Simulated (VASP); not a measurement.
# Pt (Fm-3m) in VASP: single point with PBE

Aim: the single point of Pt with PBE.

Program: VASP 6.6.1. These are calculated values, not measurements. Logs are shortened: lines on timing, memory, paths and dates and some standing lists are left out, and cuts for length are marked.

## 1. The cell of the first run

It takes space group Fm-3m (No. 225, cubic). Conventional cell: a = 6.071 Å, b = 6.071 Å, c = 6.071 Å, α = 90.00°, β = 90.00°, γ = 90.00°. Pt (site symmetry m-3m) has 8 Pt at 2.63 Å within 3.5 Å. Pt (site symmetry -43m) has 10 Pt at 2.63 to 3.04 Å within 3.5 Å.

## 2. Single point, PBE

Contents of INCAR:

```
  ALGO = Normal
  EDIFF = 1E-6
  ENCUT = 500
  GGA = PE
  GGA_COMPAT = F
  ISIF = 2
  ISMEAR = 0
  LASPH = T
  LCHARG = F
  LREAL = F
  LWAVE = F
  NBANDS = 39
  NELM = 120
  PREC = Accurate
  SIGMA = 0.2
```

Contents of KPOINTS:

```
k-points
0
Gamma
  6 6 6
```

Contents of POSCAR:

```
Pt
1.0
    0.0000000000      3.0354746692      3.0354746692
    3.0354746692      3.0354746692      0.0000000000
   -3.0354746692      6.0709493384     -3.0354746692
Pt
6
Direct
    0.0000000000      0.0000000000      0.0000000000
    0.5000000000      0.5000000000      0.5000000000
    0.1250000000      0.1250000000      0.6250000000
    0.6250000000      0.6250000000      0.1250000000
    0.3750000000      0.3750000000      0.8750000000
    0.8750000000      0.8750000000      0.3750000000
```

Potentials or basis: VASP PAW PBE potentials, release 64 (Pt).

Started as:

```console
$ cat potpaw_PBE.64/Pt/POTCAR > POTCAR
$ mpirun -np 1 vasp_std > vasp.out
```

OUTCAR:

```text
EDIFF = 1E-6
   ENCUT = 500
   GGA = PE
   ISIF = 2
   ISMEAR = 0
   LASPH = T
   LREAL = F
   NELM = 120
   PREC = Accurate

 ion  position               nearest neighbor table
   1  0.000  0.000  0.000-   4 2.63   4 2.63   5 2.63   5 2.63   5 2.63   6 2.63   3 2.63   4 2.63

   2  0.500  0.500  0.500-   3 2.63   3 2.63   6 2.63   6 2.63   5 2.63   6 2.63   3 2.63   4 2.63

   3  0.125  0.125  0.625-   2 2.63   2 2.63   1 2.63   2 2.63   5 3.04   6 3.04   6 3.04   5 3.04
                             6 3.04   5 3.04
   4  0.625  0.625  0.125-   1 2.63   1 2.63   1 2.63   2 2.63   5 3.04   6 3.04   5 3.04   6 3.04
                             5 3.04   6 3.04
   5  0.375  0.375  0.875-   1 2.63   1 2.63   1 2.63   2 2.63   3 3.04   3 3.04   3 3.04   4 3.04
                             4 3.04   4 3.04
   6  0.875  0.875  0.375-   2 2.63   2 2.63   1 2.63   2 2.63   4 3.04   4 3.04   3 3.04   4 3.04
                             3 3.04   3 3.04

  LATTYP: Found a trigonal (rhomboedric) cell.
 ALAT       =     7.4353640667
 COS(alpha) =     0.8333333333

  Lattice vectors:

 A1 = (  -3.0354746692,   3.0354746692,  -6.0709493384)
 A2 = (  -6.0709493384,   3.0354746692,  -3.0354746692)
 A3 = (  -3.0354746692,   6.0709493384,  -3.0354746692)

Analysis of symmetry for initial positions (statically):
=====================================================================
 Subroutine PRICEL returns following result:

  LATTYP: Found a face centered cubic cell.
 ALAT       =     6.0709493384

  Lattice vectors:

 A1 = (   0.0000000000,  -3.0354746692,   3.0354746692)
 A2 = (  -3.0354746692,   0.0000000000,   3.0354746692)
 A3 = (  -3.0354746692,  -3.0354746692,   0.0000000000)

   2 primitive cells build up your supercell.

 Routine SETGRP: Setting up the symmetry group for a
 trigonal (rhombohedral) supercell.

 Subroutine GETGRP returns: Found 12 space group operations
 (whereof 12 operations were pure point group operations)
 out of a pool of 12 trial point group operations.

The static configuration has the point symmetry D_3d.

Analysis of symmetry for dynamics (positions and initial velocities):
=====================================================================
 Subroutine PRICEL returns following result:

  LATTYP: Found a face centered cubic cell.
 ALAT       =     6.0709493384

  Lattice vectors:

 A1 = (   0.0000000000,  -3.0354746692,   3.0354746692)
 A2 = (  -3.0354746692,   0.0000000000,   3.0354746692)
 A3 = (  -3.0354746692,  -3.0354746692,   0.0000000000)

   2 primitive cells build up your supercell.

 Routine SETGRP: Setting up the symmetry group for a
 trigonal (rhombohedral) supercell.

 Subroutine GETGRP returns: Found 12 space group operations
 (whereof 12 operations were pure point group operations)
 out of a pool of 12 trial point group operations.

The dynamic configuration has the point symmetry D_3d.

 Subroutine INISYM returns: Found 12 space group operations
 (whereof 12 operations are pure point group operations),
 and found     2 'primitive' translations

----------------------------------------------------------------------------------------

                                     Primitive cell

  volume of cell :      55.9384

  direct lattice vectors                    reciprocal lattice vectors
     0.000000000 -3.035474669  3.035474669     0.164718884 -0.164718884  0.164718884
    -3.035474669  0.000000000  3.035474669    -0.164718884  0.164718884  0.164718884
    -3.035474669 -3.035474669  0.000000000    -0.164718884 -0.164718884 -0.164718884

  length of vectors
     4.292809445  4.292809445  4.292809445     0.285301476  0.285301476  0.285301476

  position of ions in fractional coordinates (direct lattice)
     0.000000000  0.000000000  0.000000000
     0.750000000  0.750000000  0.750000000
     0.250000000  0.250000000  0.250000000

  ion indices of the primitive-cell ions
   primitive index   ion index
                 1           1
                 2           3
                 3           6

----------------------------------------------------------------------------------------

 KPOINTS: k-points

Automatic generation of k-mesh.
 Grid dimensions read from file:
 generate k-points for:    6    6    6

 Generating k-lattice:

  Cartesian coordinates                     Fractional coordinates (reciprocal lattice)
    -0.013726574  0.013726574  0.041179721     0.166666667  0.000000000 -0.000000000
     0.041179721  0.013726574 -0.013726574     0.000000000  0.166666667 -0.000000000
    -0.013726574  0.013726574 -0.013726574     0.000000000  0.000000000  0.166666667

  Length of vectors
     0.045525895  0.045525895  0.023775123

  Shift w.r.t. Gamma in fractional coordinates (k-lattice)
     0.000000000  0.000000000  0.000000000

 Subroutine IBZKPT returns following result:
 ===========================================

 Found     32 irreducible k-points:

 Following reciprocal coordinates:
            Coordinates               Weight
  0.000000  0.000000  0.000000      1.000000
  0.166667  0.000000 -0.000000      6.000000
  0.333333  0.000000  0.000000      6.000000
  0.500000  0.000000  0.000000      3.000000
  0.166667  0.166667 -0.000000      6.000000
  0.333333  0.166667  0.000000     12.000000
[... 16 lines left out ...]
 -0.166667  0.500000  0.166667     12.000000
 -0.333333 -0.333333  0.166667      6.000000
 [... further k-points ...]
   k-points           NKPTS =     32   k-points in BZ     NKDIM =     32   number of bands    NBANDS=     39
   number of dos      NEDOS =    301   number of ions     NIONS =      6
   total plane-waves  NPLWV =  55296
   dimension x,y,z NGX =    32 NGY =   32 NGZ =   54
   dimension x,y,z NGXF=    64 NGYF=   64 NGZF=  108
   ions per type =               6
   NGX,Y,Z   is equivalent  to a cutoff of  12.39, 12.39, 12.07 a.u.
   NGXF,Y,Z  is equivalent  to a cutoff of  24.79, 24.79, 24.15 a.u.
 SYSTEM =  unknown system
   PREC   = accura    normal or accurate (medium, high low for compatibility)
   ISTART =      0    job   : 0-new  1-cont  2-samecut
   ICHARG =      2    charge: 1-file 2-atom 10-const
   ISPIN  =      1    spin polarized calculation?
   LNONCOLLINEAR =      F non collinear calculations
   LSORBIT =      F    spin-orbit coupling
   LASPH  =      T    aspherical Exc in radial PAW
   ENCUT  =  500.0 eV  36.75 Ry    6.06 a.u.   7.83  7.83 13.56*2*pi/ulx,y,z
   NELM   =    120;   NELMIN=  2; NELMDL= -5     # of ELM steps
   EDIFF  = 0.1E-05   stopping-criterion for ELM
   LREAL  =      F    real-space projection
   EDIFFG = 0.1E-04   stopping-criterion for IOM
   NSW    =      0    number of steps for IOM
   IBRION =     -1    ionic relax: 0-MD 1-quasi-New 2-CG
   NFREE  =      0    steps in history (QN), initial steepest desc. (CG)
   ISIF   =      2    stress and relaxation
   ISYM   =      2    0-nonsym 1-usesym 2-fastsym
   POTIM  = 0.5000    time-step for ionic-motion
   TEBEG  =    0.0;   TEEND  =   0.0 temperature during run
   PSTRESS=    0.0 pullay stress
   NELECT =      60.0000    total number of electrons
   NUPDOWN=      -1.0000    fix difference up-down
   EMIN   =  10.00;   EMAX   =-10.00  energy-range for DOS
   EFERMI =   0.00;   METHOD = LEGACY
   ISMEAR =     0;   SIGMA  =   0.20  broadening in eV -4-tet -1-fermi 0-gaus
   EFERMI_NEDOS =   21; number of points for ismear=-14 and -15
   IALGO  =     38    algorithm
   IMIX   =      4    mixing-type and parameters
     AMIX     =   0.40;   BMIX     =  1.00
     AMIX_MAG =   1.60;   BMIX_MAG =  1.00
  volume/ion in A,a.u.               =      18.65       125.83
  Fermi-wavevector in a.u.,A,eV,Ry     =   1.330083  2.513492 24.070338  1.769120
  Thomas-Fermi vector in A             =   2.459196
   LORBIT       =      0    0 simple, 1 ext, 2 COOP (PROOUT), +10 PAW based schemes
   GGA     = PE    functional components
   LHFCALC =     F    Hartree Fock is set to
   AEXX    =    0.0000 exact exchange contribution
   IVDW    =     0    specifies the selected vdW correction
   LEPSILON=     F    determine dielectric tensor
   LRPA    =     F    only Hartree local field effects (RPA)
 non-spin polarized calculation
 Gauss-broadening in eV      SIGMA  =   0.20
  energy-cutoff  :      500.00
  volume of cell :      111.88
 maximum number of plane-waves:      2855
   NGX = 15   NGY = 15   NGZ = 27

 number of electron      60.0000007 magnetization

 Free energy of the ion-electron system (eV)
  ---------------------------------------------------
  ext. energy  EPLUGINS =         0.00000000
  ---------------------------------------------------
  free energy    TOTEN  =       -34.13405615 eV

  energy without entropy =      -33.90053678  energy(sigma->0) =      -34.01729647

 E-fermi :   7.8830     XC(G=0): -12.0000

 val. band max:        7.8509967530   @ k =   0.0000   0.0000   0.1667
 cond. band min:       7.8845661749   @ k =   0.3333   0.3333   0.0000
 fundamental gap:      0.0335694219
 Fermi energy:         7.8829802679

 k-point     1 :       0.0000    0.0000    0.0000
  band No.  band energies     occupation
      1      -0.5747      2.00000
      2       1.7220      2.00000
      3       2.4079      2.00000
      4       2.4079      2.00000
      5       3.0268      2.00000
      6       3.1254      2.00000
[... 31 lines left out ...]
     38      16.0199      0.00000
     39      16.1493      0.00000

 k-point     2 :       0.1667    0.0000   -0.0000
  band No.  band energies     occupation
      1      -0.1987      2.00000
      2       1.8406      2.00000
      3       2.5753      2.00000
      4       2.5785      2.00000
      5       2.6447      2.00000
      6       2.9240      2.00000
[... 31 lines left out ...]
     38      15.3465      0.00000
     39      15.8143      0.00000

 k-point     3 :       0.3333    0.0000    0.0000
  band No.  band energies     occupation
      1       0.7967      2.00000
      2       1.9443      2.00000
      3       2.5950      2.00000
      4       2.6710      2.00000
      5       2.8412      2.00000
      6       2.9497      2.00000
[... 832 lines left out ...]
 k-point    23 :      -0.1667    0.5000    0.1667
  band No.  band energies     occupation
      1       1.7899      2.00000
      2       1.9626      2.00000
      3       2.3183      2.00000
      4       2.4521      2.00000
      5       2.6373      2.00000
      6       2.7769      2.00000
[... 31 lines left out ...]
     38      12.6372      0.00000
     39      15.5440      0.00000

 k-point    24 :      -0.3333   -0.3333    0.1667
  band No.  band energies     occupation
      1       1.1541      2.00000
      2       1.6659      2.00000
      3       2.2719      2.00000
      4       2.6709      2.00000
      5       2.9308      2.00000
      6       3.0661      2.00000
[... 31 lines left out ...]
     38      14.3944      0.00000
     39      15.5204      0.00000

 [... further k-points ...]
[... 5 lines left out ...]
  --------------------------------------------------------------------------------------
  -------------------------------------------------------------------------------------
  Total       -0.1809545     -0.1809545     -0.1809545     -0.0025615     -0.0025615      0.0025615
  in kB       -2.5914344     -2.5914344     -2.5914344     -0.0366836     -0.0366836      0.0366836
  external PRESSURE =      -2.5914344 kB  Pullay stress =       0.0000000 kB

 VOLUME and BASIS-vectors are now :
 -----------------------------------------------------------------------------
  energy-cutoff  :      500.00
  volume of cell :      111.88
      direct lattice vectors                 reciprocal lattice vectors
     0.000000000  3.035474669  3.035474669    -0.082359442  0.082359442  0.247078326
     3.035474669  3.035474669  0.000000000     0.247078326  0.082359442 -0.082359442
    -3.035474669  6.070949338 -3.035474669    -0.082359442  0.082359442 -0.082359442

 POSITION                                       TOTAL-FORCE (eV/Angst)
 -----------------------------------------------------------------------------------
      0.00000      0.00000      0.00000         0.000000      0.000000      0.000000
      0.00000      6.07095      0.00000         0.000000      0.000000      0.000000
     -1.51774      4.55321     -1.51774         0.012968     -0.012968      0.012968
      1.51774      4.55321      1.51774         0.012968     -0.012968      0.012968
     -1.51774      7.58869     -1.51774        -0.012968      0.012968     -0.012968
      1.51774      7.58869      1.51774        -0.012968      0.012968     -0.012968
 -----------------------------------------------------------------------------------
    total drift:                               -0.000000      0.000000     -0.000000

  FREE ENERGIE OF THE ION-ELECTRON SYSTEM (eV)
  ---------------------------------------------------
  free  energy   TOTEN  =       -34.1340561453 eV

  energy  without entropy=      -33.9005367849  energy(sigma->0) =      -34.01729647
```

It took 4.3 min on 1 thread of AMD EPYC 7R13, shared host; peak memory 0.24 GiB.

What came out:

```
Free energy            : -34.1341 eV
Pressure               : -0.3 GPa
Band gap on the k mesh : zero (band 30 reaches 8.14 eV, above the bottom of band 31 at 7.67 eV)
```

Caveat: spin-orbit coupling is left out, which moves the levels of the heavy elements.
